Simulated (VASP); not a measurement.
# HPt4 in VASP: notebook

Runs on HPt4. Level: PBEsol. Tasks: single point.

Everything below comes from runs of VASP 6.6.1. Logs are shortened: lines on timing, memory, paths and dates and some standing lists are left out, and cuts for length are marked.

### 1 The cell of the first run

The cell holds a slab with vacuum, 5 atoms: a = 2.770 Å, b = 2.770 Å, c = 24.877 Å, α = 90.00°, β = 90.00°, γ = 90.00°.

### 2 Single point, PBEsol

Input file INCAR:

```
PREC = Accurate ; ENCUT = 520
EDIFF = 1E-6 ; ISMEAR = 0
SIGMA = 0.1 ; LREAL = F
LASPH = T ; NELM = 60
ALGO = Normal ; ISIF = 2
LWAVE = F ; LCHARG = F
LDIPOL = T ; IDIPOL = 3
DIPOL = 0.5 0.5 0.496 ; GGA = PS
NBANDS = 28
```

Input file KPOINTS:

```
Automatic mesh
0
Gamma
  10 10 1
```

Input file POSCAR:

```
HPt4
1.0
    2.7704872841      0.0000000000      0.0000000000
    0.0000000000      2.7704872841      0.0000000000
    0.0000000000      0.0000000000     24.8770910374
Pt H
4 1
Direct
    0.5000000000      0.5000000000      0.3416798205
    0.0000000000      0.0000000000      0.4204281896
    0.5000000000      0.5000000000      0.4991279799
    0.0000000000      0.0000000000      0.5790447441
    0.0000000000      0.0000000000      0.6417177805
```

Potentials or basis: VASP PAW PBE potentials, release 64 (Pt, H).

Launch:

```console
$ cat potpaw_PBE.64/Pt/POTCAR potpaw_PBE.64/H/POTCAR > POTCAR
$ mpirun -np 1 vasp_std > vasp.out
```

OUTCAR:

```text
PREC = Accurate
   ENCUT = 520
   EDIFF = 1E-6
   ISMEAR = 0
   LREAL = F
   LASPH = T
   NELM = 60
   ISIF = 2
   GGA = PS

 ion  position               nearest neighbor table
   1  0.500  0.500  0.342-   2 2.77   2 2.77   2 2.77   2 2.77
   2  0.000  0.000  0.420-   3 2.77   3 2.77   3 2.77   3 2.77   1 2.77   1 2.77   1 2.77   1 2.77

   3  0.500  0.500  0.499-   2 2.77   2 2.77   2 2.77   2 2.77   4 2.79   4 2.79   4 2.79   4 2.79

   4  0.000  0.000  0.579-   5 1.56   3 2.79   3 2.79   3 2.79   3 2.79
   5  0.000  0.000  0.642-   4 1.56

  LATTYP: Found a simple tetragonal cell.
 ALAT       =     2.7704872841
 C/A-ratio  =     8.9793196959

  Lattice vectors:

 A1 = (   2.7704872841,   0.0000000000,   0.0000000000)
 A2 = (   0.0000000000,   2.7704872841,   0.0000000000)
 A3 = (   0.0000000000,   0.0000000000,  24.8770910374)

Analysis of symmetry for initial positions (statically):
=====================================================================
 Subroutine PRICEL returns:
 Original cell was already a primitive cell.

 Routine SETGRP: Setting up the symmetry group for a
 simple tetragonal supercell.

 Subroutine GETGRP returns: Found  8 space group operations
 (whereof  8 operations were pure point group operations)
 out of a pool of 16 trial point group operations.

The static configuration has the point symmetry C_4v.

Analysis of symmetry for dynamics (positions and initial velocities):
=====================================================================
 Subroutine PRICEL returns:
 Original cell was already a primitive cell.

 Routine SETGRP: Setting up the symmetry group for a
 simple tetragonal supercell.

 Subroutine GETGRP returns: Found  8 space group operations
 (whereof  8 operations were pure point group operations)
 out of a pool of 16 trial point group operations.

The dynamic configuration has the point symmetry C_4v.

 Subroutine INISYM returns: Found  8 space group operations
 (whereof  8 operations are pure point group operations),
 and found     1 'primitive' translations

----------------------------------------------------------------------------------------

                                     Primitive cell

[... 96 lines left out ...]
   IBRION =     -1    ionic relax: 0-MD 1-quasi-New 2-CG
   NFREE  =      0    steps in history (QN), initial steepest desc. (CG)
   ISIF   =      2    stress and relaxation
   ISYM   =      2    0-nonsym 1-usesym 2-fastsym
   POTIM  = 0.5000    time-step for ionic-motion
   TEBEG  =    0.0;   TEEND  =   0.0 temperature during run
   PSTRESS=    0.0 pullay stress
   NELECT =      41.0000    total number of electrons
   NUPDOWN=      -1.0000    fix difference up-down
   EMIN   =  10.00;   EMAX   =-10.00  energy-range for DOS
   EFERMI =   0.00;   METHOD = LEGACY
   ISMEAR =     0;   SIGMA  =   0.10  broadening in eV -4-tet -1-fermi 0-gaus
   EFERMI_NEDOS =   21; number of points for ismear=-14 and -15
   IALGO  =     38    algorithm
   IMIX   =      4    mixing-type and parameters
     AMIX     =   0.40;   BMIX     =  1.00
     AMIX_MAG =   1.60;   BMIX_MAG =  1.00
  volume/ion in A,a.u.               =      38.19       257.71
  Fermi-wavevector in a.u.,A,eV,Ry     =   0.980315  1.852526 13.075427  0.961017
  Thomas-Fermi vector in A             =   2.111235
   LORBIT       =      0    0 simple, 1 ext, 2 COOP (PROOUT), +10 PAW based schemes
   GGA     = PS    functional components
   LHFCALC =     F    Hartree Fock is set to
   AEXX    =    0.0000 exact exchange contribution
   IVDW    =     0    specifies the selected vdW correction
   LEPSILON=     F    determine dielectric tensor
   LRPA    =     F    only Hartree local field effects (RPA)
 non-spin polarized calculation
 Gauss-broadening in eV      SIGMA  =   0.10
  energy-cutoff  :      520.00
  volume of cell :      190.95
 maximum number of plane-waves:      5176
 NGX is ok and might be reduce to    24
   NGX = 11   NGY = 11   NGZ = 93

 dipolmoment           0.000000      0.000000      0.001720 electrons x Angstroem

 number of electron      40.9999999 magnetization

 dipolmoment           0.000000      0.000000     -0.023954 electrons x Angstroem

 Free energy of the ion-electron system (eV)
  ---------------------------------------------------
  ext. energy  EPLUGINS =         0.00000000
  ---------------------------------------------------
  free energy    TOTEN  =       -29.49746777 eV

  energy without entropy =      -29.45815388  energy(sigma->0) =      -29.47781083

 E-fermi :  -0.2249     XC(G=0):  -5.2699

 val. band max:       -0.2385627421   @ k =   0.4000   0.0000   0.0000
 cond. band min:      -0.2229907439   @ k =   0.3000   0.2000   0.0000
 fundamental gap:      0.0155719982
 Fermi energy:        -0.2248989375

 k-point     1 :       0.0000    0.0000    0.0000
  band No.  band energies     occupation
      1      -9.8520      2.00000
      2      -8.1756      2.00000
      3      -6.8793      2.00000
      4      -6.5281      2.00000
      5      -6.5263      2.00000
      6      -5.7421      2.00000
[... 640 lines left out ...]
     27       7.4287      0.00000
     28       8.3589      0.00000

------------------------ aborting loop because EDIFF is reached ----------------------------------------

 vacuum level on the upper side and lower side of the slab       (xc-potential included)        -0.536         0.101

  FORCE on cell =-STRESS in cart. coord.  units (eV):
  Direction    XX          YY          ZZ          XY          YZ          ZX
  --------------------------------------------------------------------------------------
  -------------------------------------------------------------------------------------
  Total       -4.7541659     -4.7541659     -0.9130316      0.0000000      0.0000000      0.0000000
  in kB      -39.8908230    -39.8908230     -7.6609829      0.0000000      0.0000000      0.0000000
  external PRESSURE =     -29.1475430 kB  Pullay stress =       0.0000000 kB

 VOLUME and BASIS-vectors are now :
 -----------------------------------------------------------------------------
  energy-cutoff  :      520.00
  volume of cell :      190.95
      direct lattice vectors                 reciprocal lattice vectors
     2.770487284  0.000000000  0.000000000     0.360947334  0.000000000  0.000000000
     0.000000000  2.770487284  0.000000000     0.000000000  0.360947334  0.000000000
     0.000000000  0.000000000 24.877091037     0.000000000  0.000000000  0.040197626

 POSITION                                       TOTAL-FORCE (eV/Angst)
 -----------------------------------------------------------------------------------
      1.38524      1.38524      8.50000         0.000000     -0.000000      0.436282
      0.00000      0.00000     10.45903         0.000000      0.000000     -0.421587
      1.38524      1.38524     12.41685         0.000000     -0.000000      0.005973
      0.00000      0.00000     14.40495         0.000000     -0.000000     -0.066714
      0.00000      0.00000     15.96407         0.000000     -0.000000      0.046046
 -----------------------------------------------------------------------------------
    total drift:                                0.000000     -0.000000      0.000119

  FREE ENERGIE OF THE ION-ELECTRON SYSTEM (eV)
  ---------------------------------------------------
  free  energy   TOTEN  =       -29.4974677707 eV

  energy  without entropy=      -29.4581538814  energy(sigma->0) =      -29.47781083

 vacuum level on the upper side and lower side of the slab         4.764         5.380
```

stdout:

```text
POSCAR found type information on POSCAR PtH
 POSCAR found :  2 types and       5 ions
 scaLAPACK will be used
 -----------------------------------------------------------------------------
|                                                                             |
|                                                                             |
|     You enforced a specific xc type in the INCAR file but a different       |
|     I HOPE YOU KNOW WHAT YOU ARE DOING!                                     |
|                                                                             |
 -----------------------------------------------------------------------------

 LDA part: xc-table for (Slater+PW92), standard interpolation
 POSCAR, INCAR and KPOINTS ok, starting setup
 FFT: planning ... GRIDC
 FFT: planning ... GRID_SOFT
 FFT: planning ... GRID
 WAVECAR not read
 entering main loop
```

It took 6.5 min on 1 thread of AMD EPYC 7R43 (Zen 3), shared host; peak memory 0.32 GiB.

Results:

| Quantity | Value |
| --- | --- |
| Free energy | -29.4975 eV |
| Largest force | 0.436 eV/Å |

Forces in eV/Å, atoms in the order of the input:
```
Pt   0.000  0.000  0.436
Pt   0.000  0.000 -0.422
Pt   0.000  0.000  0.006
Pt   0.000  0.000 -0.067
H    0.000  0.000  0.046
```

Caveat: the PAW data sets were made with another functional, which shifts forces and pressure a little; spin-orbit coupling is left out, which moves the levels of the heavy elements.

### 3 Single point, PBEsol

Input file INCAR:

```
SYSTEM = HPt4
ALGO = Fast
DIPOL = 0.5 0.5 0.489
EDIFF = 1E-6
ENCUT = 520
GGA = PS
IDIPOL = 3
ISIF = 2
ISMEAR = 0
LASPH = .TRUE.
LCHARG = .FALSE.
LDIPOL = .TRUE.
LREAL = .FALSE.
LWAVE = .FALSE.
NBANDS = 28
NELM = 60
PREC = Accurate
SIGMA = 0.1
```

Input file KPOINTS:

```
k-points
0
G
  10 10 1
  0 0 0
```

Input file POSCAR:

```
HPt4
1.0
    2.7704872841      0.0000000000      0.0000000000
    0.0000000000      2.7704872841      0.0000000000
    0.0000000000      0.0000000000     24.8770910374
Pt H
4 1
Direct
    0.5000000000      0.5000000000      0.3416798205
    0.0000000000      0.0000000000      0.4204281896
    0.5000000000      0.5000000000      0.4988265719
    0.0000000000      0.0000000000      0.5810082927
    0.5000000000      0.5000000000      0.6022009501
```

Potentials or basis: VASP PAW PBE potentials, release 64 (Pt, H).

Launch:

```console
$ cat potpaw_PBE.64/Pt/POTCAR potpaw_PBE.64/H/POTCAR > POTCAR
$ mpirun -np 1 vasp_std > vasp.out
```

It took 8 min on 1 thread of AMD EPYC 7R43 (Zen 3), shared host; peak memory 0.34 GiB.

The run converged. Its results:

```
Free energy   : -29.4415 eV
Largest force : 0.425 eV/Å
```

Forces in eV/Å, atoms in the order of the input:
```
Pt   0.000  0.000  0.425
Pt   0.000  0.000 -0.404
Pt   0.000  0.000  0.001
Pt   0.000  0.000 -0.024
H    0.000  0.000  0.001
```

Levels at points of the mesh, in eV from the Fermi level:
| k point | band 19 | band 20 | band 21 | band 22 | band 23 | band 24 |
| --- | --- | --- | --- | --- | --- | --- |
| (0.00, 0.00, 0.00) | -0.90 | -0.89 | -0.35 | 0.09 | 0.18 | 0.18 |
| (0.50, 0.00, 0.00) | -0.21 | -0.10 | 0.07 | 0.88 | 1.75 | 1.82 |
| (0.50, 0.50, 0.00) | 0.66 | 1.02 | 2.90 | 2.90 | 4.39 | 5.57 |

Caveat: the PAW data sets were made with another functional, which shifts forces and pressure a little; spin-orbit coupling is left out, which moves the levels of the heavy elements.
